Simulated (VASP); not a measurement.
# SnSe in VASP: a series of runs, part 2 of 2

VASP 6.6.1. Earlier steps stand in the parts before.

### Step 4. Single point, LDA (atom 3 (Se) moved -0.100 Å towards its neighbour atom 1 (Sn) at 2.675 Å)

Input file INCAR:

```
SYSTEM = SnSe
  ALGO = Normal
  EDIFF = 1E-6
  ENCUT = 500
  GGA_COMPAT = .FALSE.
  ISIF = 2
  ISMEAR = 0
  LASPH = .TRUE.
  LCHARG = .TRUE.
  LELF = .TRUE.
  LREAL = .FALSE.
  LVHAR = .TRUE.
  LWAVE = .FALSE.
  NBANDS = 28
  NELM = 120
  PREC = Accurate
  SIGMA = 0.05
```

Input file KPOINTS:

```
k-points
0
G
  6 6 4
  0 0 0
```

Input file POSCAR:

```
SnSe
1.0
    4.1898989379      0.0000000000      0.0000000000
    0.0000000000      4.1898989379      0.0000000000
    0.0000000000      0.0000000000     10.9796229414
Sn Se
2 2
Direct
    0.5000000000      0.0000000000      0.3781633338
    0.0000000000      0.5000000000      0.6218366662
    0.5000000000      0.0000000000      0.6308859938
    0.0000000000      0.5000000000      0.3782217871
```

Potentials or basis: VASP PAW LDA potentials, release 64 (Sn_d, Se).

Run with:

```bash
$ cat potpaw_LDA.64/Sn_d/POTCAR potpaw_LDA.64/Se/POTCAR > POTCAR
$ mpirun -np 1 vasp_std > vasp.out
```

OUTCAR:

```text
SYSTEM = SnSe
   EDIFF = 1E-6
   ENCUT = 500
   ISIF = 2
   ISMEAR = 0
   LASPH = .TRUE.
   LREAL = .FALSE.
   NELM = 120
   PREC = Accurate

 ion  position               nearest neighbor table
   1  0.500  0.000  0.378-   3 2.77   4 2.96   4 2.96   4 2.96   4 2.96
   2  0.000  0.500  0.622-   4 2.67   3 2.96   3 2.96   3 2.96   3 2.96
   3  0.500  0.000  0.631-   1 2.77   2 2.96   2 2.96   2 2.96   2 2.96
   4  0.000  0.500  0.378-   2 2.67   1 2.96   1 2.96   1 2.96   1 2.96

  LATTYP: Found a simple tetragonal cell.
 ALAT       =     4.1898989379
 C/A-ratio  =     2.6204982755

  Lattice vectors:

[... 943 lines left out ...]
  -------------------------------------------------------------------------------------
  Total       -0.1322195     -0.1322195     -1.0084422      0.0000000      0.0000000      0.0000000
  in kB       -1.0990353     -1.0990353     -8.3823750      0.0000000      0.0000000      0.0000000
  external PRESSURE =      -3.5268152 kB  Pullay stress =       0.0000000 kB

 VOLUME and BASIS-vectors are now :
 -----------------------------------------------------------------------------
  energy-cutoff  :      500.00
  volume of cell :      192.75
      direct lattice vectors                 reciprocal lattice vectors
     4.189898938  0.000000000  0.000000000     0.238669241  0.000000000  0.000000000
     0.000000000  4.189898938  0.000000000     0.000000000  0.238669241  0.000000000
     0.000000000  0.000000000 10.979622941     0.000000000  0.000000000  0.091077809

 POSITION                                       TOTAL-FORCE (eV/Angst)
 -----------------------------------------------------------------------------------
      2.09495      0.00000      4.15209         0.000000      0.000000      0.424070
      0.00000      2.09495      6.82753         0.000000      0.000000      0.136598
      2.09495      0.00000      6.92689         0.000000      0.000000     -0.486068
      0.00000      2.09495      4.15273         0.000000      0.000000     -0.074601
 -----------------------------------------------------------------------------------
    total drift:                                0.000000      0.000000     -0.000164

  FREE ENERGIE OF THE ION-ELECTRON SYSTEM (eV)
  ---------------------------------------------------
  free  energy   TOTEN  =       -18.4683559542 eV

  energy  without entropy=      -18.4683559542  energy(sigma->0) =      -18.46835595
```

stdout:

```text
POSCAR found type information on POSCAR SnSe
 POSCAR found :  2 types and       4 ions
 scaLAPACK will be used
 LDA part: xc-table for (Slater(with rela. corr.)+CA(PZ))
 , standard interpolation
 POSCAR, INCAR and KPOINTS ok, starting setup
 FFT: planning ... GRIDC
 FFT: planning ... GRID_SOFT
 FFT: planning ... GRID
 WAVECAR not read
 entering main loop
```

Run time: 64 s. Hardware: 1 thread of Intel Xeon 6975P-C (Granite Rapids), shared host; peak memory 0.3 GiB.

Results:

```yaml
Free_energy: -18.4684 eV
Largest_force: 0.486 eV/Å
Band_gap_on_the_k_mesh: 1.29 eV, direct
```

Forces on the atoms (eV/Å):
```
Sn   0.000  0.000  0.424
Sn   0.000  0.000  0.137
Se   0.000  0.000 -0.486
Se   0.000  0.000 -0.075
```

Caveat: the cell differs from its parent crystal (atom 3 (Se) moved -0.100 Å towards its neighbour atom 1 (Sn) at 2.675 Å); spin-orbit coupling is left out, which moves the levels of the heavy elements.

### Step 5. Single point, LDA (atom 3 (Se) moved +0.050 Å towards its neighbour atom 1 (Sn) at 2.675 Å)

Input file INCAR:

```
SYSTEM = SnSe
ALGO = Normal
EDIFF = 1E-6
ENCUT = 500
GGA_COMPAT = .FALSE.
ISIF = 2
ISMEAR = 0
LASPH = .TRUE.
LCHARG = .FALSE.
LREAL = .FALSE.
LWAVE = .FALSE.
NBANDS = 28
NELM = 120
PREC = Accurate
SIGMA = 0.05
```

KPOINTS is that of step 4.

Changes to POSCAR since step 4:

```diff
@@ -10,3 +10,3 @@
     0.0000000000      0.5000000000      0.6218366662
-    0.5000000000      0.0000000000      0.6308859938
+    0.5000000000      0.0000000000      0.6172243225
     0.0000000000      0.5000000000      0.3782217871
```

Potentials or basis: VASP PAW LDA potentials, release 64 (Sn_d, Se).

Run with:

```bash
$ cat potpaw_LDA.64/Sn_d/POTCAR potpaw_LDA.64/Se/POTCAR > POTCAR
$ mpirun -np 1 vasp_std > vasp.out
```

OUTCAR:

```text
SYSTEM = SnSe
   EDIFF = 1E-6
   ENCUT = 500
   ISIF = 2
   ISMEAR = 0
   LASPH = .TRUE.
   LREAL = .FALSE.
   NELM = 120
   PREC = Accurate

 ion  position               nearest neighbor table
   1  0.500  0.000  0.378-   3 2.62   4 2.96   4 2.96   4 2.96   4 2.96
   2  0.000  0.500  0.622-   4 2.67   3 2.96   3 2.96   3 2.96   3 2.96
   3  0.500  0.000  0.617-   1 2.62   2 2.96   2 2.96   2 2.96   2 2.96
   4  0.000  0.500  0.378-   2 2.67   1 2.96   1 2.96   1 2.96   1 2.96

  LATTYP: Found a simple tetragonal cell.
 ALAT       =     4.1898989379
 C/A-ratio  =     2.6204982755

  Lattice vectors:

 A1 = (   4.1898989379,   0.0000000000,   0.0000000000)
 A2 = (   0.0000000000,   4.1898989379,   0.0000000000)
 A3 = (   0.0000000000,   0.0000000000,  10.9796229414)

Analysis of symmetry for initial positions (statically):
=====================================================================
 Subroutine PRICEL returns:
 Original cell was already a primitive cell.

 Routine SETGRP: Setting up the symmetry group for a
 simple tetragonal supercell.

 Subroutine GETGRP returns: Found  8 space group operations
 (whereof  4 operations were pure point group operations)
 out of a pool of 16 trial point group operations.

The static configuration has the point symmetry C_2v.
 The point group associated with its full space group is C_4v.

Analysis of symmetry for dynamics (positions and initial velocities):
=====================================================================
 Subroutine PRICEL returns:
 Original cell was already a primitive cell.

 Routine SETGRP: Setting up the symmetry group for a
 simple tetragonal supercell.

 Subroutine GETGRP returns: Found  8 space group operations
 (whereof  4 operations were pure point group operations)
 out of a pool of 16 trial point group operations.

The dynamic configuration has the point symmetry C_2v.
 The point group associated with its full space group is C_4v.

 Subroutine INISYM returns: Found  8 space group operations
 (whereof  4 operations are pure point group operations),
 and found     1 'primitive' translations

----------------------------------------------------------------------------------------

                                     Primitive cell

  volume of cell :     192.7501

  direct lattice vectors                    reciprocal lattice vectors
     4.189898938  0.000000000  0.000000000     0.238669241  0.000000000  0.000000000
     0.000000000  4.189898938  0.000000000     0.000000000  0.238669241  0.000000000
     0.000000000  0.000000000 10.979622941     0.000000000  0.000000000  0.091077809

  length of vectors
     4.189898938  4.189898938 10.979622941     0.238669241  0.238669241  0.091077809

  position of ions in fractional coordinates (direct lattice)
     0.500000000  0.000000000  0.378163334
     0.000000000  0.500000000  0.621836666
     0.500000000  0.000000000  0.617224323
     0.000000000  0.500000000  0.378221787

  ion indices of the primitive-cell ions
   primitive index   ion index
                 1           1
                 2           2
                 3           3
                 4           4

----------------------------------------------------------------------------------------

 KPOINTS: k-points

Automatic generation of k-mesh.
 Grid dimensions read from file:
 generate k-points for:    6    6    4
[... 22 lines left out ...]
  0.166667  0.000000  0.000000      4.000000
  0.333333  0.000000  0.000000      4.000000
  0.500000  0.000000  0.000000      2.000000
  0.166667  0.166667  0.000000      4.000000
  0.333333  0.166667  0.000000      8.000000
[... 16 lines left out ...]
  0.333333  0.000000  0.500000      4.000000
  0.500000  0.000000  0.500000      2.000000
 [... further k-points ...]
   k-points           NKPTS =     30   k-points in BZ     NKDIM =     30   number of bands    NBANDS=     28
   number of dos      NEDOS =    301   number of ions     NIONS =      4
   total plane-waves  NPLWV =  81920
   dimension x,y,z NGX =    32 NGY =   32 NGZ =   80
   dimension x,y,z NGXF=    64 NGYF=   64 NGZF=  160
   ions per type =               2   2
   NGX,Y,Z   is equivalent  to a cutoff of  12.70, 12.70, 12.11 a.u.
   NGXF,Y,Z  is equivalent  to a cutoff of  25.39, 25.39, 24.23 a.u.
 SYSTEM =  SnSe
   PREC   = accura    normal or accurate (medium, high low for compatibility)
   ISTART =      0    job   : 0-new  1-cont  2-samecut
   ICHARG =      2    charge: 1-file 2-atom 10-const
   ISPIN  =      1    spin polarized calculation?
   LNONCOLLINEAR =      F non collinear calculations
   LSORBIT =      F    spin-orbit coupling
   LASPH  =      T    aspherical Exc in radial PAW
   ENCUT  =  500.0 eV  36.75 Ry    6.06 a.u.   7.64  7.64 20.02*2*pi/ulx,y,z
   NELM   =    120;   NELMIN=  2; NELMDL= -5     # of ELM steps
   EDIFF  = 0.1E-05   stopping-criterion for ELM
   LREAL  =      F    real-space projection
   EDIFFG = 0.1E-04   stopping-criterion for IOM
   NSW    =      0    number of steps for IOM
   IBRION =     -1    ionic relax: 0-MD 1-quasi-New 2-CG
   NFREE  =      0    steps in history (QN), initial steepest desc. (CG)
   ISIF   =      2    stress and relaxation
   ISYM   =      2    0-nonsym 1-usesym 2-fastsym
   POTIM  = 0.5000    time-step for ionic-motion
   TEBEG  =    0.0;   TEEND  =   0.0 temperature during run
   PSTRESS=    0.0 pullay stress
   NELECT =      40.0000    total number of electrons
   NUPDOWN=      -1.0000    fix difference up-down
   EMIN   =  10.00;   EMAX   =-10.00  energy-range for DOS
   EFERMI =   0.00;   METHOD = LEGACY
   ISMEAR =     0;   SIGMA  =   0.05  broadening in eV -4-tet -1-fermi 0-gaus
   EFERMI_NEDOS =   21; number of points for ismear=-14 and -15
   IALGO  =     38    algorithm
   IMIX   =      4    mixing-type and parameters
     AMIX     =   0.40;   BMIX     =  1.00
     AMIX_MAG =   1.60;   BMIX_MAG =  1.00
  volume/ion in A,a.u.               =      48.19       325.19
  Fermi-wavevector in a.u.,A,eV,Ry     =   0.969237  1.831592 12.781590  0.939420
  Thomas-Fermi vector in A             =   2.099273
   LORBIT       =      0    0 simple, 1 ext, 2 COOP (PROOUT), +10 PAW based schemes
   GGA     = CA    functional components
   LHFCALC =     F    Hartree Fock is set to
   AEXX    =    0.0000 exact exchange contribution
   IVDW    =     0    specifies the selected vdW correction
   LEPSILON=     F    determine dielectric tensor
   LRPA    =     F    only Hartree local field effects (RPA)
 non-spin polarized calculation
 Gauss-broadening in eV      SIGMA  =   0.05
  energy-cutoff  :      500.00
  volume of cell :      192.75
 maximum number of plane-waves:      4921
 NGX is ok and might be reduce to    32
   NGX = 15   NGY = 15   NGZ = 41

 number of electron      39.9999992 magnetization

 Free energy of the ion-electron system (eV)
  ---------------------------------------------------
  ext. energy  EPLUGINS =         0.00000000
  ---------------------------------------------------
  free energy    TOTEN  =       -18.48377477 eV

  energy without entropy =      -18.48377477  energy(sigma->0) =      -18.48377477

 E-fermi :   1.0535     XC(G=0):  -6.3365

 val. band max:        0.8335972937   @ k =   0.3333   0.0000   0.5000
 cond. band min:       2.2752824465   @ k =   0.3333   0.1667   0.5000
 fundamental gap:      1.4416851528
 Fermi energy:         1.0535102364

 k-point     1 :       0.0000    0.0000    0.0000
  band No.  band energies     occupation
      1     -20.2764      2.00000
      2     -20.2714      2.00000
      3     -20.2666      2.00000
      4     -20.2322      2.00000
      5     -20.2322      2.00000
      6     -20.1972      2.00000
[... 733 lines left out ...]
     27       7.0937      0.00000
     28       7.1484      0.00000

 [... further k-points ...]

------------------------ aborting loop because EDIFF is reached ----------------------------------------

  FORCE on cell =-STRESS in cart. coord.  units (eV):
  Direction    XX          YY          ZZ          XY          YZ          ZX
  --------------------------------------------------------------------------------------
  -------------------------------------------------------------------------------------
  Total        0.1681041      0.1681041      0.8419044      0.0000000      0.0000000      0.0000000
  in kB        1.3973148      1.3973148      6.9980792      0.0000000      0.0000000      0.0000000
  external PRESSURE =       3.2642363 kB  Pullay stress =       0.0000000 kB

 VOLUME and BASIS-vectors are now :
 -----------------------------------------------------------------------------
  energy-cutoff  :      500.00
  volume of cell :      192.75
      direct lattice vectors                 reciprocal lattice vectors
     4.189898938  0.000000000  0.000000000     0.238669241  0.000000000  0.000000000
     0.000000000  4.189898938  0.000000000     0.000000000  0.238669241  0.000000000
     0.000000000  0.000000000 10.979622941     0.000000000  0.000000000  0.091077809

 POSITION                                       TOTAL-FORCE (eV/Angst)
 -----------------------------------------------------------------------------------
      2.09495      0.00000      4.15209         0.000000      0.000000     -0.333316
      0.00000      2.09495      6.82753         0.000000      0.000000     -0.024102
      2.09495      0.00000      6.77689         0.000000      0.000000      0.354516
      0.00000      2.09495      4.15273         0.000000      0.000000      0.002902
 -----------------------------------------------------------------------------------
    total drift:                                0.000000      0.000000      0.000164

  FREE ENERGIE OF THE ION-ELECTRON SYSTEM (eV)
  ---------------------------------------------------
  free  energy   TOTEN  =       -18.4837747693 eV

  energy  without entropy=      -18.4837747693  energy(sigma->0) =      -18.48377477
```

OSZICAR:

```text
N       E                     dE             d eps       ncg     rms          rms(c)
DAV:   1     0.345887490144E+03    0.34589E+03   -0.18559E+04  1744   0.145E+03
DAV:   2     0.308206925221E+02   -0.31507E+03   -0.30684E+03  1800   0.364E+02
DAV:   3    -0.164984207375E+02   -0.47319E+02   -0.46383E+02  2096   0.147E+02
DAV:   4    -0.188900226979E+02   -0.23916E+01   -0.23808E+01  2024   0.347E+01
DAV:   5    -0.189559104890E+02   -0.65888E-01   -0.65867E-01  2248   0.616E+00    0.511E+00
DAV:   6    -0.185353007617E+02    0.42061E+00   -0.83166E-01  2300   0.537E+00    0.320E+00
DAV:   7    -0.184969529826E+02    0.38348E-01   -0.28331E-01  2124   0.230E+00    0.107E+00
DAV:   8    -0.184845383291E+02    0.12415E-01   -0.34796E-02  2092   0.121E+00    0.255E-01
DAV:   9    -0.184813078002E+02    0.32305E-02   -0.57724E-03  1988   0.455E-01    0.118E-01
DAV:  10    -0.184811847274E+02    0.12307E-03   -0.14826E-03  1960   0.179E-01    0.494E-02
DAV:  11    -0.184824312467E+02   -0.12465E-02   -0.17517E-03  1772   0.134E-01    0.643E-02
DAV:  12    -0.184834228295E+02   -0.99158E-03   -0.37899E-04  2012   0.878E-02    0.157E-02
DAV:  13    -0.184836747518E+02   -0.25192E-03   -0.49349E-05  1900   0.336E-02    0.131E-02
DAV:  14    -0.184837613137E+02   -0.86562E-04   -0.15340E-05  1668   0.123E-02    0.557E-03
DAV:  15    -0.184837717591E+02   -0.10445E-04   -0.22922E-06  1668   0.790E-03    0.157E-03
DAV:  16    -0.184837747081E+02   -0.29490E-05   -0.88140E-07  1496   0.360E-03    0.161E-03
DAV:  17    -0.184837747693E+02   -0.61215E-07   -0.76910E-08  1400   0.186E-03
   1 F= -.18483775E+02 E0= -.18483775E+02  d E =-.960557E-11
```

stdout:

```text
POSCAR found type information on POSCAR SnSe
 POSCAR found :  2 types and       4 ions
 scaLAPACK will be used
 LDA part: xc-table for (Slater(with rela. corr.)+CA(PZ))
 , standard interpolation
 POSCAR, INCAR and KPOINTS ok, starting setup
 FFT: planning ... GRIDC
 FFT: planning ... GRID_SOFT
 FFT: planning ... GRID
 WAVECAR not read
 entering main loop
```

Wall time 64 s (1 thread of Intel Xeon 6975P-C (Granite Rapids), shared host); peak memory 0.3 GiB.

What came out:

- Free energy: -18.4838 eV
- Largest force: 0.355 eV/Å
- Band gap on the k mesh: 1.44 eV, indirect (the least direct gap lies 3.0 meV higher)

Forces in eV/Å, atoms in the order of the input:
```
Sn   0.000  0.000 -0.333
Sn   0.000  0.000 -0.024
Se   0.000  0.000  0.355
Se   0.000  0.000  0.003
```

Caveat: the cell differs from its parent crystal (atom 3 (Se) moved +0.050 Å towards its neighbour atom 1 (Sn) at 2.675 Å); spin-orbit coupling is left out, which moves the levels of the heavy elements.

### Step 6. Single point, LDA (atom 3 (Se) moved +0.200 Å towards its neighbour atom 1 (Sn) at 2.675 Å)

Input file INCAR:

```
SYSTEM = SnSe
PREC = Accurate ; ENCUT = 500
EDIFF = 1E-6 ; ISMEAR = 0
SIGMA = 0.05 ; LREAL = .False.
LASPH = .True. ; NELM = 120
ALGO = Normal ; ISIF = 2
LWAVE = .False. ; LCHARG = .False.
NBANDS = 28 ; GGA_COMPAT = .False.
```

Input file KPOINTS:

```
regular mesh
0
Gamma
  6 6 4
  0 0 0
```

Changes to POSCAR since step 5:

```diff
@@ -10,3 +10,3 @@
     0.0000000000      0.5000000000      0.6218366662
-    0.5000000000      0.0000000000      0.6172243225
+    0.5000000000      0.0000000000      0.6035626511
     0.0000000000      0.5000000000      0.3782217871
```

Potentials or basis: VASP PAW LDA potentials, release 64 (Sn_d, Se).

Run with:

```bash
$ cat potpaw_LDA.64/Sn_d/POTCAR potpaw_LDA.64/Se/POTCAR > POTCAR
$ mpirun -np 1 vasp_std > vasp.out
```

It took 80 s on 1 thread of Intel Xeon 6975P-C (Granite Rapids), shared host; peak memory 0.29 GiB.

Results (log left out):

| Property | Result |
| --- | --- |
| Free energy | -18.3333 eV |
| Largest force | 1.775 eV/Å |
| Band gap on the k mesh | 1.24 eV, direct |

Forces in eV/Å, atoms in the order of the input:
```
Sn   0.000  0.000 -1.709
Sn   0.000  0.000 -0.151
Se   0.000  0.000  1.775
Se   0.000  0.000  0.085
```

Levels at points of the mesh, in eV from the valence-band top:
| k point | band 17 | band 18 | band 19 | band 20 | band 21 | band 22 | band 23 | band 24 |
| --- | --- | --- | --- | --- | --- | --- | --- | --- |
| (0.00, 0.00, 0.00) | -3.52 | -1.95 | -1.95 | -0.35 | 1.48 | 3.37 | 3.71 | 4.34 |
| (0.50, 0.00, 0.00) | -2.02 | -1.66 | -0.68 | -0.11 | 1.44 | 1.61 | 1.80 | 2.10 |
| (0.50, 0.50, 0.00) | -3.59 | -3.59 | -1.87 | -1.86 | 3.45 | 4.25 | 4.25 | 4.26 |
| (0.00, 0.00, 0.50) | -3.52 | -1.95 | -1.95 | -0.35 | 1.34 | 3.37 | 4.34 | 4.34 |
| (0.50, 0.00, 0.50) | -2.02 | -1.66 | -0.68 | -0.11 | 1.44 | 1.62 | 1.80 | 2.10 |
| (0.50, 0.50, 0.50) | -3.59 | -3.59 | -1.87 | -1.86 | 3.42 | 4.21 | 4.27 | 4.27 |

Caveat: the cell differs from its parent crystal (atom 3 (Se) moved +0.200 Å towards its neighbour atom 1 (Sn) at 2.675 Å); spin-orbit coupling is left out, which moves the levels of the heavy elements.
